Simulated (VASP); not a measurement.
# ScAl3 (I4/mmm) in VASP: notebook

Runs on ScAl3. Level: PBE. Tasks: single point.

Program: VASP 6.6.1. These are calculated values, not measurements. Logs are shortened: lines on timing, memory, paths and dates and some standing lists are left out, and cuts for length are marked.

### Step 1. The cell of the first run

It takes space group I4/mmm (No. 139, tetragonal). Conventional cell: a = 4.026 Å, b = 4.026 Å, c = 8.846 Å, α = 90.00°, β = 90.00°, γ = 90.00°. Within 3.8 Å of Sc (site symmetry 4/mmm) lie 12 Al at 2.85 to 2.99 Å. Within 3.8 Å of Al (site symmetry -4m2) lie 8 Al at 2.85 to 2.99 Å and 4 Sc at 2.99 Å. Within 3.8 Å of Al (site symmetry 4/mmm) lie 4 Sc at 2.85 Å and 8 Al at 2.99 Å.

### Step 2. Single point, PBE

File INCAR:

```
SYSTEM = ScAl3
ALGO = Fast
EDIFF = 1E-6
ENCUT = 520
GGA = PE
ISIF = 2
ISMEAR = 0
LASPH = .True.
LCHARG = .True.
LELF = .True.
LREAL = .False.
LVHAR = .True.
LWAVE = .False.
NBANDS = 18
NELM = 100
PREC = Accurate
SIGMA = 0.1
```

File KPOINTS:

```
k-points
0
Gamma
  2 2 2
  0 0 0
```

File POSCAR:

```
ScAl3
1.0
   -2.0127950000      2.0127950000      4.4231960000
    2.0127950000     -2.0127950000      4.4231960000
    2.0127950000      2.0127950000     -4.4231960000
Sc Al
1 3
Direct
    0.0000000000      0.0000000000      0.0000000000
    0.7500000000      0.2500000000      0.5000000000
    0.2500000000      0.7500000000      0.5000000000
    0.5000000000      0.5000000000      0.0000000000
```

Potentials or basis: VASP PAW PBE potentials, release 64 (Sc_sv, Al).

The run is started by

```console
$ cat potpaw_PBE.64/Sc_sv/POTCAR potpaw_PBE.64/Al/POTCAR > POTCAR
$ mpirun -np 1 vasp_std > vasp.out
```

OUTCAR:

```text
SYSTEM = ScAl3
   EDIFF = 1E-6
   ENCUT = 520
   GGA = PE
   ISIF = 2
   ISMEAR = 0
   LASPH = .True.
   LREAL = .False.
   NELM = 100
   PREC = Accurate

 ion  position               nearest neighbor table
   1  0.000  0.000  0.000-   4 2.85   4 2.85   4 2.85   4 2.85   2 2.99   2 2.99   3 2.99   3 2.99
                             3 2.99   2 2.99   3 2.99   2 2.99
   2  0.750  0.250  0.500-   3 2.85   3 2.85   3 2.85   3 2.85   4 2.99   4 2.99   1 2.99   1 2.99
                             4 2.99   1 2.99   4 2.99   1 2.99
   3  0.250  0.750  0.500-   2 2.85   2 2.85   2 2.85   2 2.85   1 2.99   1 2.99   4 2.99   4 2.99
                             4 2.99   1 2.99   4 2.99   1 2.99
   4  0.500  0.500  0.000-   1 2.85   1 2.85   1 2.85   1 2.85   3 2.99   3 2.99   2 2.99   2 2.99
                             3 2.99   2 2.99   3 2.99   2 2.99

  LATTYP: Found a body centered tetragonal cell.
 ALAT       =     4.0255900000
 C/A-ratio  =     2.1975392427

  Lattice vectors:

 A1 = (  -2.0127950000,   2.0127950000,   4.4231960000)
 A2 = (   2.0127950000,  -2.0127950000,   4.4231960000)
 A3 = (   2.0127950000,   2.0127950000,  -4.4231960000)

Analysis of symmetry for initial positions (statically):
=====================================================================
 Subroutine PRICEL returns:
 Original cell was already a primitive cell.

 Routine SETGRP: Setting up the symmetry group for a
 body centered tetragonal supercell.

 Subroutine GETGRP returns: Found 16 space group operations
 (whereof 16 operations were pure point group operations)
 out of a pool of 16 trial point group operations.

The static configuration has the point symmetry D_4h.

Analysis of symmetry for dynamics (positions and initial velocities):
=====================================================================
 Subroutine PRICEL returns:
 Original cell was already a primitive cell.

 Routine SETGRP: Setting up the symmetry group for a
 body centered tetragonal supercell.

 Subroutine GETGRP returns: Found 16 space group operations
 (whereof 16 operations were pure point group operations)
 out of a pool of 16 trial point group operations.

The dynamic configuration has the point symmetry D_4h.

 Subroutine INISYM returns: Found 16 space group operations
 (whereof 16 operations are pure point group operations),
 and found     1 'primitive' translations

----------------------------------------------------------------------------------------

                                     Primitive cell

  volume of cell :      71.6795

  direct lattice vectors                    reciprocal lattice vectors
    -2.012795000  2.012795000  4.423196000     0.000000000  0.248410792  0.113040435
     2.012795000 -2.012795000  4.423196000     0.248410792  0.000000000  0.113040435
     2.012795000  2.012795000 -4.423196000     0.248410792  0.248410792  0.000000000

  length of vectors
     5.259976262  5.259976262  5.259976262     0.272921347  0.272921347  0.351305911

  position of ions in fractional coordinates (direct lattice)
     0.000000000  0.000000000  0.000000000
     0.750000000  0.250000000  0.500000000
     0.250000000  0.750000000  0.500000000
     0.500000000  0.500000000  0.000000000

  ion indices of the primitive-cell ions
   primitive index   ion index
                 1           1
                 2           2
                 3           3
                 4           4

----------------------------------------------------------------------------------------

 KPOINTS: k-points

Automatic generation of k-mesh.
 Grid dimensions read from file:
 generate k-points for:    2    2    2

 Generating k-lattice:

  Cartesian coordinates                     Fractional coordinates (reciprocal lattice)
     0.000000000  0.124205396  0.056520218     0.500000000  0.000000000 -0.000000000
     0.124205396  0.000000000  0.056520218     0.000000000  0.500000000 -0.000000000
     0.124205396  0.124205396  0.000000000     0.000000000  0.000000000  0.500000000

  Length of vectors
     0.136460673  0.136460673  0.175652956

  Shift w.r.t. Gamma in fractional coordinates (k-lattice)
     0.000000000  0.000000000  0.000000000

 Subroutine IBZKPT returns following result:
 ===========================================

 Found      4 irreducible k-points:

 Following reciprocal coordinates:
            Coordinates               Weight
  0.000000  0.000000  0.000000      1.000000
  0.500000  0.000000 -0.000000      4.000000
  0.500000  0.500000 -0.000000      2.000000
  0.500000  0.500000  0.500000      1.000000
   k-points           NKPTS =      4   k-points in BZ     NKDIM =      4   number of bands    NBANDS=     18
   number of dos      NEDOS =    301   number of ions     NIONS =      4
   total plane-waves  NPLWV =  64000
   dimension x,y,z NGX =    40 NGY =   40 NGZ =   40
   dimension x,y,z NGXF=    80 NGYF=   80 NGZF=   80
   ions per type =               1   3
   NGX,Y,Z   is equivalent  to a cutoff of  12.64, 12.64, 12.64 a.u.
   NGXF,Y,Z  is equivalent  to a cutoff of  25.28, 25.28, 25.28 a.u.
 SYSTEM =  ScAl3
   PREC   = accura    normal or accurate (medium, high low for compatibility)
   ISTART =      0    job   : 0-new  1-cont  2-samecut
   ICHARG =      2    charge: 1-file 2-atom 10-const
   ISPIN  =      1    spin polarized calculation?
   LNONCOLLINEAR =      F non collinear calculations
   LSORBIT =      F    spin-orbit coupling
   LASPH  =      T    aspherical Exc in radial PAW
   ENCUT  =  520.0 eV  38.22 Ry    6.18 a.u.   9.78  9.78  9.78*2*pi/ulx,y,z
   NELM   =    100;   NELMIN=  2; NELMDL= -5     # of ELM steps
   EDIFF  = 0.1E-05   stopping-criterion for ELM
   LREAL  =      F    real-space projection
   EDIFFG = 0.1E-04   stopping-criterion for IOM
   NSW    =      0    number of steps for IOM
   IBRION =     -1    ionic relax: 0-MD 1-quasi-New 2-CG
   NFREE  =      0    steps in history (QN), initial steepest desc. (CG)
   ISIF   =      2    stress and relaxation
   ISYM   =      2    0-nonsym 1-usesym 2-fastsym
   POTIM  = 0.5000    time-step for ionic-motion
   TEBEG  =    0.0;   TEEND  =   0.0 temperature during run
   PSTRESS=    0.0 pullay stress
   NELECT =      20.0000    total number of electrons
   NUPDOWN=      -1.0000    fix difference up-down
   EMIN   =  10.00;   EMAX   =-10.00  energy-range for DOS
   EFERMI =   0.00;   METHOD = LEGACY
   ISMEAR =     0;   SIGMA  =   0.10  broadening in eV -4-tet -1-fermi 0-gaus
   EFERMI_NEDOS =   21; number of points for ismear=-14 and -15
   IALGO  =     68    algorithm
   IMIX   =      4    mixing-type and parameters
     AMIX     =   0.40;   BMIX     =  1.00
     AMIX_MAG =   1.60;   BMIX_MAG =  1.00
  volume/ion in A,a.u.               =      17.92       120.93
  Fermi-wavevector in a.u.,A,eV,Ry     =   1.069760  2.021554 15.570327  1.144387
  Thomas-Fermi vector in A             =   2.205449
   LORBIT       =      0    0 simple, 1 ext, 2 COOP (PROOUT), +10 PAW based schemes
   GGA     = PE    functional components
   LHFCALC =     F    Hartree Fock is set to
   AEXX    =    0.0000 exact exchange contribution
   IVDW    =     0    specifies the selected vdW correction
   LEPSILON=     F    determine dielectric tensor
   LRPA    =     F    only Hartree local field effects (RPA)
 non-spin polarized calculation
 RMM-DIIS sequential band-by-band and
 Gauss-broadening in eV      SIGMA  =   0.10
  energy-cutoff  :      520.00
  volume of cell :       71.68
 maximum number of plane-waves:      1961
 NGX is ok and might be reduce to    40
   NGX = 19   NGY = 19   NGZ = 19

 number of electron      19.9999999 magnetization

 Free energy of the ion-electron system (eV)
  ---------------------------------------------------
  ext. energy  EPLUGINS =         0.00000000
  ---------------------------------------------------
  free energy    TOTEN  =       -18.84017665 eV

  energy without entropy =      -18.81170533  energy(sigma->0) =      -18.82594099

 E-fermi :   6.9887     XC(G=0): -10.2304

 val. band max:        6.9884585687   @ k =   0.5000   0.0000  -0.0000
 cond. band min:       7.8092970295   @ k =   0.0000   0.0000   0.0000
 fundamental gap:      0.8208384608
 Fermi energy:         6.9886863341

 k-point     1 :       0.0000    0.0000    0.0000
  band No.  band energies     occupation
      1     -41.9415      2.00000
      2     -20.6476      2.00000
      3     -20.6476      2.00000
      4     -20.6415      2.00000
      5      -2.9585      2.00000
      6       3.9639      2.00000
[... 10 lines left out ...]
     17      11.2497      0.00000
     18      12.1363      0.00000

 k-point     2 :       0.5000    0.0000   -0.0000
  band No.  band energies     occupation
      1     -41.9399      2.00000
      2     -20.6837      2.00000
      3     -20.6449      2.00000
      4     -20.6404      2.00000
      5      -0.4489      2.00000
      6      -0.0783      2.00000
[... 10 lines left out ...]
     17      11.5576      0.00000
     18      11.6461      0.00000

 k-point     3 :       0.5000    0.5000   -0.0000
  band No.  band energies     occupation
      1     -41.9384      2.00000
      2     -20.6792      2.00000
      3     -20.6777      2.00000
      4     -20.6366      2.00000
      5       0.9530      2.00000
      6       1.5468      2.00000
[... 10 lines left out ...]
     17      10.7981      0.00000
     18      12.8718      0.00000

 k-point     4 :       0.5000    0.5000    0.5000
  band No.  band energies     occupation
      1     -41.9414      2.00000
      2     -20.6481      2.00000
      3     -20.6481      2.00000
      4     -20.6471      2.00000
      5      -1.4702      2.00000
      6      -0.5078      2.00000
[... 10 lines left out ...]
     17      12.0673      0.00000
     18      12.0826      0.00000

------------------------ aborting loop because EDIFF is reached ----------------------------------------

  FORCE on cell =-STRESS in cart. coord.  units (eV):
  Direction    XX          YY          ZZ          XY          YZ          ZX
  --------------------------------------------------------------------------------------
  -------------------------------------------------------------------------------------
  Total       -0.5748933     -0.5748933     -1.0505607      0.0000000      0.0000000      0.0000000
  in kB      -12.8499830    -12.8499830    -23.4820752      0.0000000      0.0000000      0.0000000
  external PRESSURE =     -16.3940137 kB  Pullay stress =       0.0000000 kB

 VOLUME and BASIS-vectors are now :
 -----------------------------------------------------------------------------
  energy-cutoff  :      520.00
  volume of cell :       71.68
      direct lattice vectors                 reciprocal lattice vectors
    -2.012795000  2.012795000  4.423196000     0.000000000  0.248410792  0.113040435
     2.012795000 -2.012795000  4.423196000     0.248410792  0.000000000  0.113040435
     2.012795000  2.012795000 -4.423196000     0.248410792  0.248410792  0.000000000

 POSITION                                       TOTAL-FORCE (eV/Angst)
 -----------------------------------------------------------------------------------
      0.00000      0.00000      0.00000         0.000000      0.000000     -0.000000
      0.00000      2.01279      2.21160         0.000000     -0.000000      0.000000
      2.01279      0.00000      2.21160        -0.000000     -0.000000     -0.000000
      0.00000      0.00000      4.42320         0.000000      0.000000     -0.000000
 -----------------------------------------------------------------------------------
    total drift:                               -0.000000     -0.000000     -0.000000

  FREE ENERGIE OF THE ION-ELECTRON SYSTEM (eV)
  ---------------------------------------------------
  free  energy   TOTEN  =       -18.8401766490 eV

  energy  without entropy=      -18.8117053338  energy(sigma->0) =      -18.82594099
```

It took 12 s on 1 thread of Intel Xeon Platinum 8375C at 2.90GHz (Ice Lake), shared host; peak memory 0.23 GiB.

What came out:

```
Free energy            : -18.8402 eV
Pressure               : -1.6 GPa
Band gap on the k mesh : zero (bands 10 and 11 overlap by 0.91 eV)
```

Caveat: the k points lie up to 0.86 Å⁻¹ apart, too coarse for converged energies and pressures of a metal.

### Step 3. Single point, PBE

File INCAR:

```
PREC = Accurate
ENCUT = 520
EDIFF = 1E-6
ISMEAR = 0
SIGMA = 0.1
LREAL = False
LASPH = True
NELM = 60
ALGO = Normal
ISIF = 2
LWAVE = False
LCHARG = False
GGA = PE
ISYM = 0
NBANDS = 18
```

File KPOINTS:

```
regular mesh
0
Gamma
  6 1 4
```

POSCAR is that of step 2.

Potentials or basis: VASP PAW PBE potentials, release 64 (Sc_sv, Al).

The run is started by

```console
$ cat potpaw_PBE.64/Sc_sv/POTCAR potpaw_PBE.64/Al/POTCAR > POTCAR
$ mpirun -np 1 vasp_std > vasp.out
```

Wall time 23 s (1 thread of Intel Xeon Platinum 8375C at 2.90GHz (Ice Lake), shared host); peak memory 0.23 GiB.

The run converged. Its results:

```yaml
Free_energy: -18.7537 eV
Pressure: -0.4 GPa
Largest_force: 0.134 eV/Å
Band_gap_on_the_k_mesh: zero (bands 10 and 11 overlap by 1.21 eV)
```

Forces on the atoms (eV/Å):
```
Sc   0.000  0.000  0.000
Al  -0.089 -0.100 -0.004
Al   0.089  0.100  0.004
Al   0.000  0.000  0.000
```

Stress tensor (GPa, compression positive):
```
-2.64 -2.05  7.90
-2.05 -3.55 -7.62
 7.90 -7.62  5.01
```

Levels at points of the mesh, in eV from the Fermi level:
```
           k point  band 8  band 9  band 10  band 11  band 12  band 13
(0.00, 0.00, 0.00)   -0.55   -0.54    -0.43     1.92     2.07     2.10
(0.50, 0.00, 0.00)   -2.30   -0.24     0.76     1.52     2.34     3.08
(0.00, 0.00, 0.50)   -2.91   -1.93    -1.42    -0.05     2.93     3.22
(0.50, 0.00, 0.50)   -2.30   -0.24     0.76     1.53     2.34     3.08
```

Caveat: the k points lie up to 1.20 Å⁻¹ apart, too coarse for converged energies and pressures of a metal.
